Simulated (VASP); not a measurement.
# Al (Immm) in VASP: a series of runs

The runs below take Al through single point, with PBE+D3(BJ).

Everything below comes from runs of VASP 6.6.1. Logs are shortened: lines on timing, memory, paths and dates and some standing lists are left out, and cuts for length are marked.

## (1) The cell of the first run

Symmetry: Immm, No. 71, orthorhombic system. Conventional cell: a = 2.767 Å, b = 2.865 Å, c = 3.983 Å, α = 90.00°, β = 90.00°, γ = 90.00°. Within 3.6 Å of Al (site symmetry mmm) lie 12 Al at 2.77 to 2.87 Å.

## (2) Single point, PBE+D3(BJ) (strain +0.0350 x Voigt [0, 0, 0, 0, 0, 1])

File INCAR:

```
  PREC = Accurate
  ENCUT = 520
  EDIFF = 1E-7
  ISMEAR = 0
  SIGMA = 0.15
  LREAL = F
  LASPH = T
  NELM = 60
  ALGO = Fast
  ISIF = 2
  LWAVE = F
  LCHARG = F
  GGA = PE
  IVDW = 12
  NBANDS = 8
```

File KPOINTS:

```
regular mesh
0
Gamma
  26 26 26
```

File POSCAR:

```
Al
1.0
    0.0348488495      1.9913628292      1.9913628292
    1.9913628292      0.0348488495      1.9913628292
    2.0262116787      2.0262116787      0.0000000000
Al
1
Direct
    0.0000000000      0.0000000000      0.0000000000
```

Potentials or basis: VASP PAW PBE potentials, release 64 (Al).

The run is started by

```
$ cat potpaw_PBE.64/Al/POTCAR > POTCAR
$ mpirun -np 1 vasp_std > vasp.out
```

OUTCAR:

```text
PREC = Accurate
   ENCUT = 520
   EDIFF = 1E-7
   ISMEAR = 0
   LREAL = F
   LASPH = T
   NELM = 60
   ISIF = 2
   GGA = PE
   IVDW = 12
 IVDW          = 12

 ion  position               nearest neighbor table
   1  0.000  0.000  0.000-

  LATTYP: Found a body centered orthorhombic cell.
 ALAT       =     2.7669286051
 B/A-ratio  =     1.0356234097
 C/A-ratio  =     1.4394031169

  Lattice vectors:

 A1 = (   1.9913628292,   0.0348488495,  -1.9913628292)
 A2 = (  -1.9913628292,  -0.0348488495,  -1.9913628292)
 A3 = (   0.0348488495,   1.9913628292,   1.9913628292)

Analysis of symmetry for initial positions (statically):
=====================================================================
 Subroutine PRICEL returns:
 Original cell was already a primitive cell.

 Routine SETGRP: Setting up the symmetry group for a
 body centered orthorhombic supercell.

 Subroutine GETGRP returns: Found  8 space group operations
 (whereof  8 operations were pure point group operations)
 out of a pool of  8 trial point group operations.

The static configuration has the point symmetry D_2h.

Analysis of symmetry for dynamics (positions and initial velocities):
=====================================================================
 Subroutine PRICEL returns:
 Original cell was already a primitive cell.

 Routine SETGRP: Setting up the symmetry group for a
 body centered orthorhombic supercell.

 Subroutine GETGRP returns: Found  8 space group operations
 (whereof  8 operations were pure point group operations)
 out of a pool of  8 trial point group operations.

The dynamic configuration has the point symmetry D_2h.

 Subroutine INISYM returns: Found  8 space group operations
 (whereof  8 operations are pure point group operations),
 and found     1 'primitive' translations

----------------------------------------------------------------------------------------

                                     Primitive cell

  volume of cell :      15.7888

  direct lattice vectors                    reciprocal lattice vectors
     0.034848850  1.991362829  1.991362829    -0.255556569  0.255556569  0.251084329
     1.991362829  0.034848850  1.991362829     0.255556569 -0.255556569  0.251084329
     2.026211679  2.026211679  0.000000000     0.246765925  0.246765925 -0.251084329

  length of vectors
     2.816427929  2.816427929  2.865496036     0.440070063  0.440070063  0.429918811

  position of ions in fractional coordinates (direct lattice)
     0.000000000  0.000000000  0.000000000

  ion indices of the primitive-cell ions
   primitive index   ion index
                 1           1

----------------------------------------------------------------------------------------

 KPOINTS: regular mesh

Automatic generation of k-mesh.
 Grid dimensions read from file:
 generate k-points for:   26   26   26

 Generating k-lattice:

  Cartesian coordinates                     Fractional coordinates (reciprocal lattice)
    -0.009829099  0.009829099  0.009657090     0.038461538  0.000000000  0.000000000
     0.009829099 -0.009829099  0.009657090     0.000000000  0.038461538  0.000000000
     0.009490997  0.009490997 -0.009657090     0.000000000  0.000000000  0.038461538

  Length of vectors
     0.016925772  0.016925772  0.016535339

  Shift w.r.t. Gamma in fractional coordinates (k-lattice)
     0.000000000  0.000000000  0.000000000

 Subroutine IBZKPT returns following result:
 ===========================================

 Found   2471 irreducible k-points:

 Following reciprocal coordinates:
            Coordinates               Weight
  0.000000  0.000000  0.000000      1.000000
  0.038462 -0.000000  0.000000      4.000000
  0.076923 -0.000000  0.000000      4.000000
  0.115385 -0.000000  0.000000      4.000000
  0.153846  0.000000  0.000000      4.000000
  0.192308  0.000000  0.000000      4.000000
[... 16 lines left out ...]
  0.346154  0.038462  0.000000      4.000000
  0.384615  0.038462  0.000000      4.000000
 [... further k-points ...]
   k-points           NKPTS =   2471   k-points in BZ     NKDIM =   2471   number of bands    NBANDS=      8
   number of dos      NEDOS =    301   number of ions     NIONS =      1
   total plane-waves  NPLWV =  13824
   dimension x,y,z NGX =    24 NGY =   24 NGZ =   24
   dimension x,y,z NGXF=    48 NGYF=   48 NGZF=   48
   ions per type =               1
   NGX,Y,Z   is equivalent  to a cutoff of  14.17, 14.17, 13.92 a.u.
   NGXF,Y,Z  is equivalent  to a cutoff of  28.33, 28.33, 27.85 a.u.
 SYSTEM =  unknown system
   PREC   = accura    normal or accurate (medium, high low for compatibility)
   ISTART =      0    job   : 0-new  1-cont  2-samecut
   ICHARG =      2    charge: 1-file 2-atom 10-const
   ISPIN  =      1    spin polarized calculation?
   LNONCOLLINEAR =      F non collinear calculations
   LSORBIT =      F    spin-orbit coupling
   LASPH  =      T    aspherical Exc in radial PAW
   ENCUT  =  520.0 eV  38.22 Ry    6.18 a.u.   5.24  5.24  5.33*2*pi/ulx,y,z
   NELM   =     60;   NELMIN=  2; NELMDL= -5     # of ELM steps
   EDIFF  = 0.1E-06   stopping-criterion for ELM
   LREAL  =      F    real-space projection
   EDIFFG = 0.1E-05   stopping-criterion for IOM
   NSW    =      0    number of steps for IOM
   IBRION =     -1    ionic relax: 0-MD 1-quasi-New 2-CG
   NFREE  =      0    steps in history (QN), initial steepest desc. (CG)
   ISIF   =      2    stress and relaxation
   ISYM   =      2    0-nonsym 1-usesym 2-fastsym
   POTIM  = 0.5000    time-step for ionic-motion
   TEBEG  =    0.0;   TEEND  =   0.0 temperature during run
   PSTRESS=    0.0 pullay stress
   NELECT =       3.0000    total number of electrons
   NUPDOWN=      -1.0000    fix difference up-down
   EMIN   =  10.00;   EMAX   =-10.00  energy-range for DOS
   EFERMI =   0.00;   METHOD = LEGACY
   ISMEAR =     0;   SIGMA  =   0.15  broadening in eV -4-tet -1-fermi 0-gaus
   EFERMI_NEDOS =   21; number of points for ismear=-14 and -15
   IALGO  =     68    algorithm
   IMIX   =      4    mixing-type and parameters
     AMIX     =   0.40;   BMIX     =  1.00
     AMIX_MAG =   1.60;   BMIX_MAG =  1.00
  volume/ion in A,a.u.               =      15.79       106.55
  Fermi-wavevector in a.u.,A,eV,Ry     =   0.941165  1.778544 12.051931  0.885792
  Thomas-Fermi vector in A             =   2.068649
   LORBIT       =      0    0 simple, 1 ext, 2 COOP (PROOUT), +10 PAW based schemes
   GGA     = PE    functional components
   LHFCALC =     F    Hartree Fock is set to
   AEXX    =    0.0000 exact exchange contribution
   IVDW    =    12    specifies the selected vdW correction
   LEPSILON=     F    determine dielectric tensor
   LRPA    =     F    only Hartree local field effects (RPA)
 non-spin polarized calculation
 RMM-DIIS sequential band-by-band and
 Gauss-broadening in eV      SIGMA  =   0.15
  energy-cutoff  :      520.00
  volume of cell :       15.79
 maximum number of plane-waves:       440
 NGX is ok and might be reduce to    24
   NGX = 11   NGY = 11   NGZ = 11

 number of electron       3.0000000 magnetization

 Free energy of the ion-electron system (eV)
  ---------------------------------------------------
  ext. energy  EPLUGINS =         0.00000000
  ---------------------------------------------------
  free energy    TOTEN  =        -3.73850544 eV

  energy without entropy =       -3.73433174  energy(sigma->0) =       -3.73641859

 E-fermi :   8.4793     XC(G=0): -10.3565

 val. band max:        8.4759299121   @ k =   0.3846   0.0000   0.0769
 cond. band min:       8.4793910501   @ k =  -0.3846   0.1154   0.4231
 fundamental gap:      0.0034611380
 Fermi energy:         8.4793329168

 k-point     1 :       0.0000    0.0000    0.0000
  band No.  band energies     occupation
      1      -2.9755      2.00000
      2      20.7751      0.00000
      3      21.3006      0.00000
      4      21.9158      0.00000
      5      22.5433      0.00000
      6      22.9850      0.00000
      7      23.8077      0.00000
      8      25.4576      0.00000

 k-point     2 :       0.0385   -0.0000    0.0000
  band No.  band energies     occupation
      1      -2.9332      2.00000
      2      20.6226      0.00000
      3      20.8019      0.00000
      4      21.4255      0.00000
      5      22.7653      0.00000
      6      23.1971      0.00000
      7      24.0371      0.00000
      8      26.0256      0.00000

 k-point     3 :       0.0769   -0.0000    0.0000
  band No.  band energies     occupation
      1      -2.8060      2.00000
      2      19.4040      0.00000
      3      20.3003      0.00000
      4      20.9975      0.00000
      5      23.2931      0.00000
      6      23.4672      0.00000
      7      24.3485      0.00000
      8      27.3457      0.00000

 k-point     4 :       0.1154   -0.0000    0.0000
  band No.  band energies     occupation
      1      -2.5944      2.00000
      2      17.8146      0.00000
      3      19.9565      0.00000
      4      20.6199      0.00000
      5      23.5005      0.00000
      6      23.9644      0.00000
      7      24.8779      0.00000
      8      26.5965      0.00000

 k-point     5 :       0.1538    0.0000    0.0000
  band No.  band energies     occupation
      1      -2.2987      2.00000
      2      16.2066      0.00000
      3      19.6472      0.00000
      4      20.2865      0.00000
      5      23.3895      0.00000
      6      24.6243      0.00000
      7      25.3306      0.00000
      8      25.8487      0.00000
[... 177 lines left out ...]
 k-point    22 :       0.3077    0.0385    0.0000
  band No.  band energies     occupation
      1      -0.4793      2.00000
      2      10.6899      0.00000
      3      18.2290      0.00000
      4      19.6945      0.00000
      5      21.8057      0.00000
      6      23.4142      0.00000
      7      23.7889      0.00000
      8      27.0910      0.00000

 k-point    23 :       0.3462    0.0385    0.0000
  band No.  band energies     occupation
      1       0.1974      2.00000
      2       9.3054      0.00000
      3      18.2131      0.00000
      4      19.6749      0.00000
      5      21.1683      0.00000
      6      22.7548      0.00000
      7      23.7832      0.00000
      8      26.4241      0.00000

 k-point    24 :       0.3846    0.0385    0.0000
  band No.  band energies     occupation
      1       0.9529      2.00000
      2       7.9861      2.00000
      3      18.2679      0.00000
      4      19.7259      0.00000
      5      20.5994      0.00000
      6      22.1583      0.00000
      7      23.8435      0.00000
      8      25.8012      0.00000

 [... further k-points ...]

------------------------ aborting loop because EDIFF is reached ----------------------------------------

 Edisp (eV)   -0.35212

 E8    (eV) :    -0.1576

  FORCE on cell =-STRESS in cart. coord.  units (eV):
  Direction    XX          YY          ZZ          XY          YZ          ZX
  --------------------------------------------------------------------------------------
  -------------------------------------------------------------------------------------
  Total       0.01815     0.01815    -0.00548    -0.15726     0.00000     0.00000
  in kB       1.84171     1.84171    -0.55586   -15.95800     0.00000     0.00000
  external pressure =        1.04 kB  Pullay stress =        0.00 kB

 VOLUME and BASIS-vectors are now :
 -----------------------------------------------------------------------------
  energy-cutoff  :      520.00
  volume of cell :       15.79
      direct lattice vectors                 reciprocal lattice vectors
     0.034848850  1.991362829  1.991362829    -0.255556569  0.255556569  0.251084329
     1.991362829  0.034848850  1.991362829     0.255556569 -0.255556569  0.251084329
     2.026211679  2.026211679  0.000000000     0.246765925  0.246765925 -0.251084329

 POSITION                                       TOTAL-FORCE (eV/Angst)
 -----------------------------------------------------------------------------------
      0.00000      0.00000      0.00000         0.000000      0.000000      0.000000
 -----------------------------------------------------------------------------------
    total drift:                               -0.000000      0.000000      0.000000

  FREE ENERGIE OF THE ION-ELECTRON SYSTEM (eV)
  ---------------------------------------------------
  free  energy   TOTEN  =        -4.0906279926 eV

  energy  without entropy=       -4.0864542983  energy(sigma->0) =       -4.08854115
```

It took 3.3 min on 1 thread of Intel Xeon 6975P-C, shared host; peak memory 0.38 GiB.

What came out:

| Item | Value |
| --- | --- |
| Free energy | -4.0906 eV |
| Pressure | 0.1 GPa |
| Dispersion energy per atom | -0.352 eV |

Stress tensor (GPa, compression positive):
```
 0.18 -1.60  0.00
-1.60  0.18  0.00
 0.00  0.00 -0.06
```

Levels at points of the mesh, in eV from the Fermi level:
```
           k point  band 1  band 2  band 3  band 4  band 5  band 6
(0.00, 0.00, 0.00)  -11.45   12.30   12.82   13.44   14.06   14.51
(0.50, 0.00, 0.00)   -4.68   -4.23   11.16   11.45   11.70   11.76
(0.50, 0.50, 0.00)   -3.04   -1.63    5.15    5.19    6.46    9.57
(0.00, 0.00, 0.50)   -4.88   -4.67   11.54   11.99   12.18   12.34
(0.50, 0.00, 0.50)   -3.04   -1.62    5.26    5.80    5.80    9.49
```

Caveat: the cell differs from its parent crystal (strain +0.0350 x Voigt [0, 0, 0, 0, 0, 1]); pairwise dispersion overbinds metals, which lowers pressure and volume.

## (3) Single point, PBE+D3(BJ) (strain +0.0250 x Voigt [0, 0, 0, 0, 0, 1])

File INCAR:

```
SYSTEM = Al
ALGO = Fast
EDIFF = 1E-6
ENCUT = 520
GGA = PE
ISIF = 2
ISMEAR = 0
IVDW = 12
LASPH = .TRUE.
LCHARG = .FALSE.
LREAL = .FALSE.
LWAVE = .FALSE.
NBANDS = 8
NELM = 80
PREC = Accurate
SIGMA = 0.15
```

File KPOINTS:

```
k-points
0
G
  26 26 26
  0 0 0
```

File POSCAR:

```
Al
1.0
    0.0248920354      1.9913628292      1.9913628292
    1.9913628292      0.0248920354      1.9913628292
    2.0162548646      2.0162548646      0.0000000000
Al
1
Direct
    0.0000000000      0.0000000000      0.0000000000
```

Potentials or basis: VASP PAW PBE potentials, release 64 (Al).

The run is started by

```
$ cat potpaw_PBE.64/Al/POTCAR > POTCAR
$ mpirun -np 1 vasp_std > vasp.out
```

Wall time 4.2 min (1 thread of Intel Xeon 6975P-C, shared host); peak memory 0.38 GiB.

The run converged. Its results:

```
Free energy                : -4.0920 eV
Pressure                   : 0.0 GPa
Dispersion energy per atom : -0.352 eV
```

Stress tensor (GPa, compression positive):
```
 0.07 -1.23  0.00
-1.23  0.07  0.00
 0.00  0.00 -0.03
```

Levels at points of the mesh, in eV from the Fermi level:
| k point | band 1 | band 2 | band 3 | band 4 | band 5 |
| --- | --- | --- | --- | --- | --- |
| (0.00, 0.00, 0.00) | -11.45 | 12.45 | 12.84 | 13.27 | 14.24 |
| (0.50, 0.00, 0.00) | -4.71 | -4.30 | 11.30 | 11.56 | 11.73 |
| (0.50, 0.50, 0.00) | -3.04 | -1.63 | 5.22 | 5.33 | 6.26 |
| (0.00, 0.00, 0.50) | -4.85 | -4.61 | 11.57 | 11.96 | 12.02 |
| (0.50, 0.00, 0.50) | -3.04 | -1.62 | 5.26 | 5.79 | 5.79 |

Caveat: the cell differs from its parent crystal (strain +0.0250 x Voigt [0, 0, 0, 0, 0, 1]); pairwise dispersion overbinds metals, which lowers pressure and volume.

## (4) Single point, PBE+D3(BJ) (strain +0.0150 x Voigt [0, 0, 0, 0, 0, 1])

File INCAR:

```
SYSTEM = Al
ALGO = Fast
EDIFF = 1E-7
ENCUT = 520
GGA = PE
ISIF = 2
ISMEAR = 0
IVDW = 12
LASPH = .True.
LCHARG = .False.
LREAL = .False.
LWAVE = .False.
NBANDS = 8
NELM = 80
PREC = Accurate
SIGMA = 0.15
```

File KPOINTS:

```
k-points
0
Gamma
  26 26 26
  0 0 0
```

File POSCAR:

```
Al
1.0
    0.0149352212      1.9913628292      1.9913628292
    1.9913628292      0.0149352212      1.9913628292
    2.0062980504      2.0062980504      0.0000000000
Al
1
Direct
    0.0000000000      0.0000000000      0.0000000000
```

The run is started by

```
$ cat potpaw_PBE.64/Al/POTCAR > POTCAR
$ mpirun -np 1 vasp_std > vasp.out
```

Wall time 4.2 min (1 thread of Intel Xeon Platinum 8259CL at 2.50GHz (Skylake/Cascade Lake), shared host); peak memory 0.39 GiB.

Results (log left out):

| Quantity | Value |
| --- | --- |
| Free energy | -4.0930 eV |
| Pressure | 0.0 GPa |
| Dispersion energy per atom | -0.352 eV |

Stress tensor (GPa, compression positive):
```
 0.01 -0.77  0.00
-0.77  0.01  0.00
 0.00  0.00 -0.02
```

Levels at points of the mesh, in eV from the Fermi level:
```tsv
k point	band 1	band 2	band 3	band 4	band 5	band 6
(0.00, 0.00, 0.00)	-11.45	12.61	12.85	13.10	14.41	14.65
(0.50, 0.00, 0.00)	-4.74	-4.36	11.44	11.68	11.70	11.80
(0.50, 0.50, 0.00)	-3.04	-1.63	5.24	5.51	6.07	9.50
(0.00, 0.00, 0.50)	-4.82	-4.55	11.61	11.87	11.93	12.07
(0.50, 0.00, 0.50)	-3.04	-1.62	5.25	5.79	5.79	9.48
```

Caveat: the cell differs from its parent crystal (strain +0.0150 x Voigt [0, 0, 0, 0, 0, 1]); pairwise dispersion overbinds metals, which lowers pressure and volume.

(Part 1 of 2 ends here.)
